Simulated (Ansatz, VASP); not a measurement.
**Two plane-wave programs on TaTe**

```
Ta Te
1.0
     0.00000    2.79475    2.79475
     2.79475    0.00000    2.79475
     2.79475    2.79475    0.00000
Ta Te
1 1
Cartesian
  2.7947 2.7947 2.7947
  0.0000 0.0000 0.0000
```

Alike in both runs: task single point; functional PBE; k mesh 10 × 10 × 10; occupations gaussian, width 0.05 eV; collinear spin.

```csv
,VASP,Ansatz
version,VASP 6.6.1,Ansatz 0.2.0
potentials or method,"VASP PAW PBE potentials, release 64 (Ta_pv, Te), cutoff 520 eV","scalar-relativistic, plane waves, PAW"
valence electrons in the cell,17,29
```

|  | VASP | Ansatz | Ansatz less VASP |
| --- | --- | --- | --- |
| gap on the k mesh at the Fermi level (eV) | none | none | - |
| pressure (GPa) | 7.0 | 7.0 | -0.06 |
| net moment per atom (μB) | 0.00 | 0.00 | -0.003 |

A gap of «none» marks a metal or a gap that the smearing closes. VASP's potentials hold 17 valence electrons a cell and Ansatz's 29, so a difference there can come from the potentials and not from the codes. Ansatz's warnings: seeded moment not kept.

Spin-orbit coupling is off throughout.
